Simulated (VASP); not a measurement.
Input of a VASP 6.6.1 run:

File INCAR:

```
PREC = Accurate
ENCUT = 520
EDIFF = 1E-7
ISMEAR = 0
SIGMA = 0.1
LREAL = F
LASPH = T
NELM = 150
ALGO = Fast
ISIF = 2
LWAVE = F
LCHARG = F
ISPIN = 2
MAGMOM = 0.38 0.38 0.38 0.38 0.31 0.31 0.31 0.31 0.31 0.31 0.31 0.31
LORBIT = 11
LMAXMIX = 4
GGA = PE
NBANDS = 62
```

KPOINTS

```
Automatic mesh
0
Gamma
  8 8 8
```

POSCAR

```
CuO2
1.0
    0.0000000000      4.1276400015      4.1276400015
    4.1276400015      0.0000000000      4.1276400015
    4.1276400015      4.1276400015      0.0000000000
Cu O
4 8
Direct
    0.1250000000      0.1250000000      0.1250000000
    0.1250000000      0.1250000000      0.6250000000
    0.1250000000      0.6250000000      0.1250000000
    0.6250000000      0.1250000000      0.1250000000
    0.9228398145      0.3590533952      0.3590533952
    0.3590533952      0.3590533952      0.3590533952
    0.3271601855      0.8909466048      0.8909466048
    0.8909466048      0.8909466048      0.3271601855
    0.8909466048      0.8909466048      0.8909466048
    0.8909466048      0.3271601855      0.8909466048
    0.3590533952      0.3590533952      0.9228398145
    0.3590533952      0.9228398145      0.3590533952
```

Potentials or basis: VASP PAW PBE potentials, release 64 (Cu, O).

Launch:

```console
$ cat potpaw_PBE.64/Cu/POTCAR potpaw_PBE.64/O/POTCAR > POTCAR
$ mpirun -np 1 vasp_std > vasp.out
```

(1) Predict the largest force.

(2) What does it give for the net moment?

(3) What does it give for the site moments?

(4) Predict the band gap on the k mesh.

Answers

(1) 0.073 eV/Å.

(2) 3.97 μB per cell.

(3) Cu +0.32; O +0.28 μB.

(4) zero (filled and empty bands overlap).

Caveat: semilocal functionals often make such compounds metallic where correlation or magnetic order opens a gap, which also shifts bond lengths.
